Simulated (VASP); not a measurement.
# Rb (P6_3/mmc) in VASP: further runs, part 2 of 2

VASP 6.6.1. The steps go on from the part before.

**3. Single point, PBEsol**

INCAR reads:

```
SYSTEM = Rb
  PREC = Accurate
  ENCUT = 520
  EDIFF = 1E-6
  ISMEAR = 0
  SIGMA = 0.1
  LREAL = .False.
  LASPH = .True.
  NELM = 80
  ALGO = Fast
  ISIF = 2
  LWAVE = .False.
  LCHARG = .True.
  GGA = PS
  LELF = .True.
  LVHAR = .True.
  NBANDS = 16
```

KPOINTS reads:

```
Automatic mesh
0
Gamma
  12 12 6
  0 0 0
```

POSCAR reads:

```
Rb
1.0
    4.9706640160      0.0000000000      0.0000000000
   -2.4853320080      4.3047213115      0.0000000000
    0.0000000000      0.0000000000      8.0968544165
Rb
2
Direct
    0.3333333333      0.6666666667      0.2500000000
    0.6666666667      0.3333333333      0.7500000000
```

Potentials or basis: VASP PAW PBE potentials, release 64 (Rb_sv).

Launch:

```
cat potpaw_PBE.64/Rb_sv/POTCAR > POTCAR
mpirun -np 1 vasp_std > vasp.out
```

OUTCAR:

```text
SYSTEM = Rb
   PREC = Accurate
   ENCUT = 520
   EDIFF = 1E-6
   ISMEAR = 0
   LREAL = .False.
   LASPH = .True.
   NELM = 80
   ISIF = 2
   GGA = PS

 ion  position               nearest neighbor table
   1  0.333  0.667  0.250-   2 4.96   2 4.96   2 4.96   2 4.96   2 4.96   2 4.96
   2  0.667  0.333  0.750-   1 4.96   1 4.96   1 4.96   1 4.96   1 4.96   1 4.96

  LATTYP: Found a hexagonal cell.
 ALAT       =     4.9706640160
 C/A-ratio  =     1.6289281252

  Lattice vectors:

 A1 = (   4.9706640160,   0.0000000000,   0.0000000000)
 A2 = (  -2.4853320080,   4.3047213115,   0.0000000000)
 A3 = (   0.0000000000,   0.0000000000,   8.0968544165)

Analysis of symmetry for initial positions (statically):
=====================================================================
 Subroutine PRICEL returns:
 Original cell was already a primitive cell.

 Routine SETGRP: Setting up the symmetry group for a
 hexagonal supercell.

 Subroutine GETGRP returns: Found 24 space group operations
 (whereof 12 operations were pure point group operations)
 out of a pool of 24 trial point group operations.

The static configuration has the point symmetry D_3d.
 The point group associated with its full space group is D_6h.

[... 158 lines left out ...]
  ---------------------------------------------------
  free energy    TOTEN  =        -2.05645472 eV

  energy without entropy =       -2.04755059  energy(sigma->0) =       -2.05200265

 E-fermi :   0.0367     XC(G=0):  -5.6441

 val. band max:        0.0213943669   @ k =   0.1667  -0.0000   0.1667
 cond. band min:       0.0392086910   @ k =   0.3333   0.1667   0.3333
 fundamental gap:      0.0178143241
 Fermi energy:         0.0367327649

 k-point     1 :       0.0000    0.0000    0.0000
  band No.  band energies     occupation
      1     -28.7682      2.00000
      2     -28.7633      2.00000
      3     -12.9246      2.00000
      4     -12.8271      2.00000
      5     -12.8271      2.00000
      6     -12.8114      2.00000
[... 433 lines left out ...]
      3     -12.9021      2.00000
      4     -12.8823      2.00000
      5     -12.8733      2.00000
      6     -12.8449      2.00000
[... 8 lines left out ...]
     15       3.6747      0.00000
     16       4.2857      0.00000

 [... further k-points ...]
[... 5 lines left out ...]
  --------------------------------------------------------------------------------------
  -------------------------------------------------------------------------------------
  Total        0.0029685      0.0029685     -0.0011942      0.0000000     -0.0000000      0.0000000
  in kB        0.0274515      0.0274515     -0.0110436      0.0000000     -0.0000000      0.0000000
  external PRESSURE =       0.0146198 kB  Pullay stress =       0.0000000 kB

 VOLUME and BASIS-vectors are now :
 -----------------------------------------------------------------------------
  energy-cutoff  :      520.00
  volume of cell :      173.25
      direct lattice vectors                 reciprocal lattice vectors
     4.970664016  0.000000000  0.000000000     0.201180365  0.116151538  0.000000000
    -2.485332008  4.304721311  0.000000000     0.000000000  0.232303076  0.000000000
     0.000000000  0.000000000  8.096854416     0.000000000  0.000000000  0.123504752

 POSITION                                       TOTAL-FORCE (eV/Angst)
 -----------------------------------------------------------------------------------
     -0.00000      2.86981      2.02421         0.000000      0.000000      0.000000
      2.48533      1.43491      6.07264        -0.000000     -0.000000     -0.000000
 -----------------------------------------------------------------------------------
    total drift:                               -0.000000      0.000000     -0.000000

  FREE ENERGIE OF THE ION-ELECTRON SYSTEM (eV)
  ---------------------------------------------------
  free  energy   TOTEN  =        -2.0564547157 eV

  energy  without entropy=       -2.0475505861  energy(sigma->0) =       -2.05200265
```

stdout:

```text
POSCAR found type information on POSCAR Rb
 POSCAR found :  1 types and       2 ions
 scaLAPACK will be used
 -----------------------------------------------------------------------------
|                                                                             |
|                                                                             |
|     You enforced a specific xc type in the INCAR file but a different       |
|     I HOPE YOU KNOW WHAT YOU ARE DOING!                                     |
|                                                                             |
 -----------------------------------------------------------------------------

 LDA part: xc-table for (Slater+PW92), standard interpolation
 POSCAR, INCAR and KPOINTS ok, starting setup
 FFT: planning ... GRIDC
 FFT: planning ... GRID_SOFT
 FFT: planning ... GRID
 WAVECAR not read
 entering main loop
```

Run time: 3 min. Hardware: 1 thread of Intel Xeon Platinum 8259CL at 2.50GHz (Skylake/Cascade Lake), shared host; peak memory 0.39 GiB.

What came out:

```
Free energy            : -2.0565 eV
Pressure               : 0.0 GPa
Band gap on the k mesh : zero (band 9 reaches 1.12 eV, above the bottom of band 10 at -1.29 eV)
```

Caveat: the PAW data sets were made with another functional, which shifts forces and pressure a little.

**4. Relaxation of cell and atoms, PBEsol**

This run uses another cell than the first one, of 94.64 Å³/atom, 1.092 times its volume.

INCAR reads:

```
SYSTEM = Rb
PREC = Accurate ; ENCUT = 600
EDIFF = 1E-6 ; ISMEAR = 0
SIGMA = 0.1 ; LREAL = .FALSE.
LASPH = .TRUE. ; NELM = 100
ALGO = Fast ; ISIF = 3
LWAVE = .FALSE. ; LCHARG = .FALSE.
GGA = PS ; IBRION = 2
NSW = 100 ; EDIFFG = -0.005
```

KPOINTS reads:

```
Automatic mesh
0
G
  9 9 6
  0 0 0
```

POSCAR reads:

```
Rb
1.0
    5.0882069760      0.0000000000      0.0000000000
   -2.5441034880      4.4065165009      0.0000000000
    0.0000000000      0.0000000000      8.4420579800
Rb
2
Direct
    0.3333333300      0.6666666700      0.2500000000
    0.6666666700      0.3333333300      0.7500000000
```

Launch:

```
cat potpaw_PBE.64/Rb_sv/POTCAR > POTCAR
mpirun -np 1 vasp_std > vasp.out
```

It took 22 min on 1 thread of Intel Xeon Platinum 8259CL at 2.50GHz (Skylake/Cascade Lake), shared host; peak memory 0.45 GiB.

Results (log left out):

```yaml
Free_energy: -2.0554 eV
Relaxed_volume: 86.40 Å³/atom
Relaxed_cell: a = 4.934 Å, b = 4.934 Å, c = 8.196 Å, α = 90.00°, β = 90.00°, γ = 120.00°
Space_group_after_relaxing_to_0.05_Å: P6_3/mmc (No. 194)
Energy_gained_by_relaxing: 6.0 meV/atom
Ionic_steps: 8
Pressure_after_relaxing: 0.0 GPa
Band_gap_on_the_k_mesh: zero (band 9 reaches 1.14 eV, above the bottom of band 10 at -1.30 eV)
```

Step by step:
```
step  energy change (eV)  largest force (eV/Å)  pressure (GPa)  volume (Å³)
   1              0.0000                0.0000           -0.22       189.28
   2             -0.0045                0.0000           -0.16       185.69
   3             -0.0073                0.0000           -0.08       182.88
   4             -0.0111                0.0000           -0.04       177.34
   5             -0.0096                0.0000            0.12       166.60
   6             -0.0119                0.0000           -0.03       174.39
   7             -0.0114                0.0000            0.06       169.72
   8             -0.0120                0.0000            0.00       172.79
```

Final structure:
```cif
data_structure
_symmetry_space_group_name_H-M 'P 1'
_symmetry_Int_Tables_number 1
_cell_length_a 4.9339
_cell_length_b 4.9339
_cell_length_c 8.1963
_cell_angle_alpha 90.000
_cell_angle_beta 90.000
_cell_angle_gamma 120.000
_cell_volume 172.79
loop_
_atom_site_label
_atom_site_type_symbol
_atom_site_fract_x
_atom_site_fract_y
_atom_site_fract_z
_atom_site_occupancy
Rb1 Rb 0.33333 0.66667 0.25000 1
Rb2 Rb 0.66667 0.33333 0.75000 1
```

Levels at points of the mesh, in eV from the Fermi level:
```
           k point  band 5  band 6  band 7  band 8  band 9  band 10  band 11  band 12  band 13
(0.00, 0.00, 0.00)  -12.89  -12.88  -12.88  -12.88   -2.06     0.06     0.63     3.51     3.54
(0.00, 0.00, 0.50)  -12.89  -12.89  -12.89  -12.89   -1.38    -1.38     2.27     2.27     3.58
```

Caveat: the PAW data sets were made with another functional, which shifts forces and pressure a little.

**5. Relaxation of cell and atoms, PBEsol**

INCAR reads:

```
PREC = Accurate ; ENCUT = 600
EDIFF = 1E-7 ; ISMEAR = 0
SIGMA = 0.1 ; LREAL = F
LASPH = T ; NELM = 100
ALGO = Fast ; ISIF = 3
LWAVE = F ; LCHARG = F
GGA = PS ; IBRION = 2
NSW = 100 ; EDIFFG = -0.005
```

KPOINTS reads:

```
regular mesh
0
Gamma
  12 12 6
```

POSCAR reads:

```
Rb
1.0
    4.9375536742      0.0000000000      0.0000000000
   -2.4687768371      4.2760469144      0.0000000000
    0.0000000000      0.0000000000      8.2077664133
Rb
2
Direct
    0.3333333333      0.6666666667      0.2500000000
    0.6666666667      0.3333333333      0.7500000000
```

Launch:

```
cat potpaw_PBE.64/Rb_sv/POTCAR > POTCAR
mpirun -np 1 vasp_std > vasp.out
```

Wall time 10 min (1 thread of Intel Xeon Platinum 8259CL at 2.50GHz (Skylake/Cascade Lake), shared host); peak memory 0.45 GiB.

It converged, with:

* Free energy: -2.0564 eV
* Relaxed volume: 86.74 Å³/atom
* Relaxed cell: a = 4.979 Å, b = 4.979 Å, c = 8.080 Å, α = 90.00°, β = 90.00°, γ = 120.00°
* Space group after relaxing (to 0.05 Å): P6_3/mmc (No. 194)
* Energy gained by relaxing: 0.3 meV/atom
* Ionic steps: 4
* Pressure after relaxing: 0.0 GPa
* Band gap on the k mesh: zero (band 9 reaches 1.11 eV, above the bottom of band 10 at -1.28 eV)

The path:
```csv
step,energy change (eV),largest force (eV/Å),pressure (GPa),volume (Å³)
1,0.0000,0.0000,0.00,173.29
2,-0.0001,0.0000,0.00,173.31
3,-0.0005,0.0000,0.00,173.38
4,-0.0006,0.0000,0.00,173.48
```

Final structure:
```
Rb
1.0
     4.97911    0.00000    0.00000
    -2.48956    4.31204    0.00000
     0.00000    0.00000    8.08022
Rb
2
Direct
  0.33333 0.66667 0.25000
  0.66667 0.33333 0.75000
```

Levels at points of the mesh, in eV from the Fermi level:
```
           k point  band 5  band 6  band 7  band 8  band 9  band 10  band 11  band 12  band 13
(0.00, 0.00, 0.00)  -12.86  -12.85  -12.85  -12.85   -2.02     0.15     0.73     3.52     3.63
(0.50, 0.00, 0.00)  -12.91  -12.89  -12.87  -12.86    0.05     0.33     1.31     1.57     2.13
(0.00, 0.00, 0.50)  -12.86  -12.86  -12.86  -12.86   -1.32    -1.32     2.38     2.38     3.55
(0.50, 0.00, 0.50)  -12.88  -12.88  -12.88  -12.88    0.41     0.41     0.96     0.96     2.56
```

Caveat: the PAW data sets were made with another functional, which shifts forces and pressure a little.

**6. The runs side by side**

```tsv
task	cell	k mesh	cutoff (eV)	gap on the mesh (eV)	pressure (GPa)	relaxed volume (Å³/atom)
single point	a = 4.938, b = 4.938, c = 8.208 Å, angles 90.0, 90.0, 120.0°, 2 atoms	9 × 9 × 6	520	none	0.0	-
single point	a = 4.971, b = 4.971, c = 8.097 Å, angles 90.0, 90.0, 120.0°, 2 atoms	12 × 12 × 6	520	none	0.0	-
relaxation of cell and atoms	relaxed from a = 5.088, b = 5.088, c = 8.442 Å, angles 90.0, 90.0, 120.0°, 2 atoms	9 × 9 × 6	600	none	0.0	86.40
relaxation of cell and atoms	relaxed from a = 4.938, b = 4.938, c = 8.208 Å, angles 90.0, 90.0, 120.0°, 2 atoms	12 × 12 × 6	600	none	0.0	86.74
```

Alike in all rows: level PBEsol; potentials or basis VASP PAW PBE potentials, release 64 (Rb_sv); no spin polarisation; smearing gaussian 0.1 eV.

Caveats: the PAW data sets were made with another functional, which shifts forces and pressure a little.

Total energies depend on the potentials used, so only differences within one code and one set of settings carry meaning.
